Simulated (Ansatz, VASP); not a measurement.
**Pb: VASP beside Ansatz**

```xyz
1
Lattice="3.1675 0.0000 0.0000 0.0000 3.1675 0.0000 0.0000 0.0000 3.1675" Properties=species:S:1:pos:R:3 pbc="T T T"
Pb    0.0000    0.0000    0.0000
```

Alike in both runs: task single point; functional r2SCAN; k mesh 11 × 11 × 11; occupations fermi-dirac, width 0.1 eV; no spin polarisation.

|  | VASP | Ansatz |
| --- | --- | --- |
| version | VASP 6.6.1 | Ansatz 0.2.0 |
| potentials or method | VASP PAW PBE potentials, release 64 (Pb_d), cutoff 520 eV | plane waves (500 eV) with PAW, scalar-relativistic |
| valence electrons in the cell | 14 | 14 |

|  | VASP | Ansatz | Ansatz less VASP |
| --- | --- | --- | --- |
| pressure (GPa) | 2.1 | 2.1 | 0.00 |

VASP's potentials were made for PBE, not for r2SCAN.

Spin-orbit coupling is off throughout.
